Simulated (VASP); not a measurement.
BaTiO3:

```
Ba Ti O
1.0
     4.00730    0.00000    0.00000
     0.00000    4.00730    0.00000
     0.00000    0.00000    4.00730
Ba Ti O
1 1 3
Direct
  0.50903 0.45529 0.50668
  0.94374 0.06998 0.95431
  0.52053 0.00683 0.05543
  0.01265 0.49197 0.05272
  0.01405 0.97593 0.43085
```

| Quantity | Value |
| --- | --- |
| Program | VASP 6.6.1 |
| Task | relaxation of cell and atoms |
| Functional | PBE |
| Potentials or basis | VASP PAW PBE potentials, release 64 (Ba_sv, Ti_sv, O) |
| Cutoff | 600 eV |
| k mesh | 7 × 7 × 7 |
| Occupations | fermi-dirac, width 0.05 eV |
| Spin | no spin polarisation |

At the start: pressure 13.9 GPa; volume 12.87 Å³/atom.

Q: Where does the relaxation end?

A: Over 36 steps the energy falls by 414.5 meV/atom and the volume is 13.52 Å³/atom (+5.1 %); space group R3m (No. 160, to 0.05 Å).

Step by step:
| step | energy change (eV) | largest force (eV/Å) | pressure (GPa) | volume (Å³) |
| --- | --- | --- | --- | --- |
| 1 | 0.0000 | 4.4612 | 13.85 | 64.35 |
| 2 | -1.1974 | 1.9151 | -14.75 | 75.21 |
| 3 | -1.2729 | 2.1832 | -10.84 | 72.70 |
| 4 | -1.9748 | 0.6449 | -0.89 | 67.66 |
| 5 | -1.9750 | 0.6418 | -1.09 | 67.74 |
| 6 | -2.0528 | 0.3015 | 1.91 | 66.78 |
| 7 | -2.0528 | 0.2997 | 1.98 | 66.76 |
| 8 | -2.0626 | 0.1707 | -1.38 | 68.09 |
| 9 | -2.0642 | 0.2034 | -0.50 | 67.72 |
| 10 | -2.0682 | 0.1263 | -0.20 | 67.60 |
| 11 | -2.0702 | 0.0494 | 0.24 | 67.44 |
| 12 | -2.0708 | 0.0617 | -0.15 | 67.63 |
| 13 | -2.0708 | 0.0602 | -0.16 | 67.62 |
| 14 | -2.0710 | 0.0343 | 0.13 | 67.56 |
| 15 | -2.0710 | 0.0344 | 0.13 | 67.56 |
| 16 | -2.0712 | 0.0248 | 0.02 | 67.65 |
| 17 | -2.0712 | 0.0313 | 0.00 | 67.67 |
| 18 | -2.0713 | 0.0208 | -0.04 | 67.70 |
| 19 | -2.0714 | 0.0226 | -0.06 | 67.74 |
| 20 | -2.0715 | 0.0228 | 0.01 | 67.70 |
| 21 | -2.0716 | 0.0338 | 0.16 | 67.63 |
| 22 | -2.0716 | 0.0306 | 0.15 | 67.63 |
| 23 | -2.0717 | 0.0234 | 0.09 | 67.64 |
| 24 | -2.0718 | 0.0274 | -0.03 | 67.66 |
| 25 | -2.0719 | 0.0239 | -0.05 | 67.66 |
| 26 | -2.0720 | 0.0197 | -0.03 | 67.64 |
| 27 | -2.0720 | 0.0392 | -0.01 | 67.61 |
| 28 | -2.0721 | 0.0280 | -0.03 | 67.63 |
| 29 | -2.0722 | 0.0213 | 0.03 | 67.60 |
| 30 | -2.0722 | 0.0339 | 0.21 | 67.54 |
| 31 | -2.0722 | 0.0227 | 0.16 | 67.57 |
| 32 | -2.0722 | 0.0187 | 0.09 | 67.59 |
| 33 | -2.0723 | 0.0182 | -0.01 | 67.63 |
| 34 | -2.0723 | 0.0167 | -0.03 | 67.64 |
| 35 | -2.0723 | 0.0120 | -0.06 | 67.65 |
| 36 | -2.0723 | 0.0095 | -0.02 | 67.62 |

Final structure:
```
Ba Ti O
1.0
     4.07387   -0.01213    0.00964
    -0.01211    4.08812   -0.01049
     0.00957   -0.01019    4.06029
Ba Ti O
1 1 3
Cartesian
  2.0010 2.0722 1.9991
  3.9856 0.0816 3.9803
  2.1006 4.0522 0.0213
  0.0205 1.9625 0.0196
  0.0229 4.0511 2.0881
```
